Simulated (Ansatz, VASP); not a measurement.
## Two plane-wave programs on Pd4Pt

```
Pd Pt
1.0
    -2.92583    2.92583    2.92583
     2.92583   -2.92583    2.92583
     2.92583    2.92583   -2.92583
Pd Pt
4 1
Direct
  0.00000 0.00000 0.50000
  0.00000 0.50000 0.00000
  0.50000 0.00000 0.00000
  0.50000 0.50000 0.50000
  0.00000 0.00000 0.00000
```

Change from the starting cell: species swapped into the MnGa4 type (Im-3m, No. 229).

Alike in both runs: functional PBE; k mesh 4 × 4 × 4; occupations gaussian, width 0.2 eV; no spin polarisation.

Ansatz relaxed the structure, and its values are those at the end. VASP's run is a single point on that final structure, the one shown.

|  | VASP | Ansatz |
| --- | --- | --- |
| version | VASP 6.6.1 | Ansatz 0.2.0 |
| potentials or method | VASP PAW PBE potentials, release 64 (Pd, Pt), cutoff 520 eV | scalar-relativistic, plane waves, PAW |
| valence electrons in the cell | 50 | 90 |

Ansatz gave:

* gap on the k mesh at the Fermi level (eV): none
* pressure (GPa): 0.3

Question: Which values does VASP return?

Answer: gap on the k mesh at the Fermi level (eV): none; pressure (GPa): 0.0.

A gap of «none» marks a metal or a gap that the smearing closes. VASP's potentials hold 50 valence electrons a cell and Ansatz's 90, so a difference there can come from the potentials and not from the codes.

The k mesh is coarse, so the values compare programs but aren't converged. Neither program's run includes spin-orbit coupling.
